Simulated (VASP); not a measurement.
Write the native input for VASP 6.6.1 that does the following.

| Quantity | Value |
| --- | --- |
| Task | single point |
| Functional | PBE |
| Potentials or basis | VASP PAW PBE potentials, release 64 (Zn, Cl, Li_sv) |
| Cutoff | 520 eV |
| k mesh | 1 × 1 × 1 |
| Occupations | fermi-dirac, width 0.1379 eV |
| Spin | no spin polarisation |
| Dipole correction | no |
| Further INCAR settings | LREAL = Auto; ALGO = Normal; EDIFF = 1e-07; NBANDS = 56; ISYM = 0 |

The structure of Li6ZnCl8 lies in POSCAR:

```
Li6ZnCl8
1.0
    6.7842910000     -0.0457590000      0.3057740000
   -0.0457590000      6.9340140000      0.0689130000
    0.3057740000      0.0689130000      6.9022230000
Zn Cl Li
1 8 6
Direct
    0.1079958461      0.6020129003      0.9610799540
    0.2187590041      0.1847094646      0.3684236660
    0.8524478174      0.3412087843      0.8146746201
    0.9284166557      0.8372449289      0.8857742304
    0.1452016781      0.6945549534      0.4058379795
    0.4056148362      0.8577230013      0.7560435622
    0.7070809479      0.0879598720      0.2481147670
    0.6752205634      0.5335100127      0.3131269928
    0.3719941096      0.4487392808      0.9250739802
    0.1417888477     -0.0261264556      1.1486414028
   -0.0024365192     -0.0206270173      0.5535172500
    0.9309753650      0.3545629364      0.4105341052
    0.6288066277      0.1840802712     -0.0127931598
    0.4506101096      0.5286697520      0.5873203352
    0.5038774801      0.8019539261      0.2919939441
```

One way to write it, as run:

INCAR

```
ALGO = Normal ; EDIFF = 1E-7
ENCUT = 520 ; GGA = PE
ISIF = 2 ; ISMEAR = -1
ISYM = 0 ; LASPH = True
LCHARG = False ; LREAL = Auto
LWAVE = False ; NBANDS = 56
NELM = 80 ; PREC = Accurate
SIGMA = 0.1379
```

KPOINTS

```
k-points
0
Gamma
  1 1 1
```

Potentials or basis: VASP PAW PBE potentials, release 64 (Zn, Cl, Li_sv).

The run is started by

```sh
$ cat potpaw_PBE.64/Zn/POTCAR potpaw_PBE.64/Cl/POTCAR potpaw_PBE.64/Li_sv/POTCAR > POTCAR
$ mpirun -np 1 vasp_gam > vasp.out
```

It gave:

```yaml
Largest_force: 1.877 eV/Å
```

Caveat: the k points lie up to 0.93 Å⁻¹ apart; the atoms stand as in a frame of molecular dynamics.

It took 30 s on 1 thread of AMD EPYC 7R43 64-Core Processor (Zen 3), on a shared host, peak memory 0.31 GiB.
